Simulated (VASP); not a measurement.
A run of VASP 6.6.1:

The input INCAR:

```
  PREC = Accurate
  ENCUT = 520
  EDIFF = 1E-6
  ISMEAR = 0
  SIGMA = 0.1
  LREAL = F
  LASPH = T
  NELM = 100
  ALGO = Normal
  ISIF = 2
  LWAVE = F
  LCHARG = T
  GGA = PE
  LELF = T
  LVHAR = T
  NBANDS = 16
```

File KPOINTS:

```
Automatic mesh
0
Gamma
  18 18 14
```

File POSCAR:

```
WC
1.0
    2.8896855436      0.0000000000      0.0000000000
   -1.4448427718      2.5025410897      0.0000000000
    0.0000000000      0.0000000000      2.8231309607
W C
1 1
Direct
    0.0000000000      0.0000000000      0.0000000000
    0.6666666667      0.3333333333      0.5000000000
```

Potentials or basis: VASP PAW PBE potentials, release 64 (W_sv, C).

Command:

```console
$ cat potpaw_PBE.64/W_sv/POTCAR potpaw_PBE.64/C/POTCAR > POTCAR
$ mpirun -np 1 vasp_std > vasp.out
```

Hardware: 1 thread of Intel(R) Xeon(R) Platinum 8259CL CPU @ 2.50GHz (Skylake/Cascade Lake) (shared host).

Question: How long does it take, and how much memory?

Answer: Wall time 44 s on 1 thread of Intel(R) Xeon(R) Platinum 8259CL CPU @ 2.50GHz (Skylake/Cascade Lake) (shared host), peak memory 0.22 GiB. Counts: scf iterations 12, k points 296.
